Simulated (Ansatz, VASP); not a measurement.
# Two plane-wave programs on Ge3Os

```
CELL_PARAMETERS angstrom
-2.60600 2.60600 2.60600
2.60600 -2.60600 2.60600
2.60600 2.60600 -2.60600
ATOMIC_POSITIONS crystal
Ge 0.00000 0.50000 0.50000
Ge 0.50000 0.00000 0.50000
Ge 0.50000 0.50000 0.00000
Os 0.00000 0.00000 0.00000
```

Alike in both runs: functional PBE; k mesh 4 × 4 × 4; occupations gaussian, width 0.1 eV; no spin polarisation.

Ansatz relaxed the structure, and its values are those at the end. VASP's run is a single point on that final structure, the one shown.

|  | VASP | Ansatz |
| --- | --- | --- |
| version | VASP 6.6.1 | Ansatz 0.2.0 |
| potentials or method | VASP PAW PBE potentials, release 64 (Ge_d, Os), cutoff 520 eV | scalar-relativistic, plane waves, PAW |
| valence electrons in the cell | 50 | 58 |

|  | VASP | Ansatz | Ansatz less VASP |
| --- | --- | --- | --- |
| gap on the k mesh at the Fermi level (eV) | none | none | - |
| pressure (GPa) | 0.0 | 0.0 | -0.08 |

A gap of «none» marks a metal or a gap that the smearing closes. VASP's potentials hold 50 valence electrons a cell and Ansatz's 58, so a difference there can come from the potentials and not from the codes.

The k mesh is coarse, so the values compare programs but aren't converged. Neither program's run includes spin-orbit coupling.
